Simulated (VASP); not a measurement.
Nd3Si2I:

```
Nd Si I
1.0
     4.16096    0.00000    0.00000
     0.00000    4.16096    0.00000
     0.00000    0.00000    9.18391
Nd Si I
3 2 1
Direct
  0.50000 0.50000 0.00000
  0.00000 0.50000 0.38350
  0.50000 0.00000 0.61650
  0.00000 0.50000 0.73650
  0.50000 0.00000 0.26350
  0.00000 0.00000 0.00000
```

The cell was built from a structure type or drawn by symmetry, and may not be a known phase.

* Program: VASP 6.6.1
* Task: relaxation of cell and atoms
* Functional: PBE
* Potentials or basis: VASP PAW PBE potentials, release 64 (Nd_3, Si, I), 4f in core
* Cutoff: 500 eV
* k mesh: 3 × 3 × 2
* Occupations: gaussian, width 0.15 eV
* Spin: no spin polarisation

At the start: pressure 4.3 GPa; volume 26.50 Å³/atom.

Where does the relaxation end?

Over 10 steps the energy falls by 192.1 meV/atom and the volume is 27.50 Å³/atom (+3.8 %); space group P-4m2 (No. 115, to 0.1 Å) before and after.

Step by step:
```csv
step,energy change (eV),largest force (eV/Å),pressure (GPa),volume (Å³)
1,0.0000,1.2137,4.33,159.01
2,-0.6069,1.1162,-2.50,175.68
3,-0.6077,1.1096,-2.63,176.11
4,-0.8791,0.7193,-1.04,169.32
5,-0.9184,0.9107,0.22,165.26
6,-1.0689,0.5540,0.70,163.18
7,-1.1308,0.1399,1.48,160.91
8,-1.1368,0.1207,-1.25,168.45
9,-1.1513,0.0930,-0.07,164.94
10,-1.1525,0.0720,-0.04,165.00
```

Final structure:
```cif
data_structure
_symmetry_space_group_name_H-M 'P 1'
_symmetry_Int_Tables_number 1
_cell_length_a 4.3836
_cell_length_b 4.3836
_cell_length_c 8.5866
_cell_angle_alpha 90.000
_cell_angle_beta 90.000
_cell_angle_gamma 90.000
_cell_volume 165.00
loop_
_atom_site_label
_atom_site_type_symbol
_atom_site_fract_x
_atom_site_fract_y
_atom_site_fract_z
_atom_site_occupancy
Nd1 Nd 0.50000 0.50000 0.00000 1
Nd2 Nd 0.00000 0.50000 0.35310 1
Nd3 Nd 0.50000 0.00000 0.64690 1
Si1 Si 0.00000 0.50000 0.70322 1
Si2 Si 0.50000 0.00000 0.29678 1
I1 I 0.00000 0.00000 0.00000 1
```

Caveat: the k points lie up to 0.48 Å⁻¹ apart in the final cell; the run has no spin polarisation, though such a crystal can be magnetic; the relaxation stopped at a loose force limit of 0.08 eV/Å, so its end isn't a converged minimum.
